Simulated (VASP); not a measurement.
A run of VASP 6.6.1:

The input INCAR:

```
SYSTEM = Cu
ALGO     = Normal         ! electronic algorithm
DIPOL    = 0.5 0.5 0.501
EDIFF    = 1E-6           ! SCF threshold, eV
ENCUT    = 520            ! plane-wave cutoff, eV
GGA      = PE             ! functional
IDIPOL   = 3            
ISIF     = 2              ! what is computed and relaxed
ISMEAR   = 0              ! smearing method
IVDW     = 12             ! dispersion correction
LASPH    = .TRUE.         ! aspherical terms in the spheres
LCHARG   = .FALSE.        ! write CHGCAR
LDIPOL   = .TRUE.       
LREAL    = Auto         
LWAVE    = .FALSE.        ! write WAVECAR
NBANDS   = 102            ! bands
NELM     = 60             ! most SCF steps
PREC     = Accurate       ! precision mode
SIGMA    = 0.1            ! smearing width, eV
```

File KPOINTS:

```
k-points
0
G
  6 6 1
  0 0 0
```

The input POSCAR:

```
Cu
1.0
    5.0393684365      0.0000000000      0.0000000000
    0.0000000000      5.0393684365      0.0000000000
    0.0000000000      0.0000000000     22.3450573916
Cu
16
Direct
    0.2500000000      0.2500000000      0.3803973224
    0.2500000000      0.7500000000      0.3803973224
    0.7500000000      0.2500000000      0.3803973224
    0.7500000000      0.7500000000      0.3803973224
    0.5000000000      0.5000000000      0.4601324408
    0.5000000000      0.0000000000      0.4601324408
    0.0000000000      0.5000000000      0.4601324408
    0.0000000000      0.0000000000      0.4601324408
    0.7500000000      0.7500000000      0.5411446591
    0.7500000000      0.2500000000      0.5411446591
    0.2500000000      0.7500000000      0.5411446591
    0.2500000000      0.2500000000      0.5411446591
    0.0000000000      0.0000000000      0.6205866970
    0.0000000000      0.5000000000      0.6205866970
    0.5000000000      0.0000000000      0.6205866970
    0.5000000000      0.5000000000      0.6205866970
```

Potentials or basis: VASP PAW PBE potentials, release 64 (Cu).

The run is started by

```bash
$ cat potpaw_PBE.64/Cu/POTCAR > POTCAR
$ mpirun -np 1 vasp_std > vasp.out
```

Hardware: 1 thread of Intel(R) Xeon(R) 6975P-C (Granite Rapids), with other jobs on the host.

Question: Estimate the wall time of this run.

Answer: It took 18 min on 1 thread of Intel(R) Xeon(R) 6975P-C (Granite Rapids), with other jobs on the host, peak memory 0.75 GiB. Counts: scf iterations 28, k points 10.
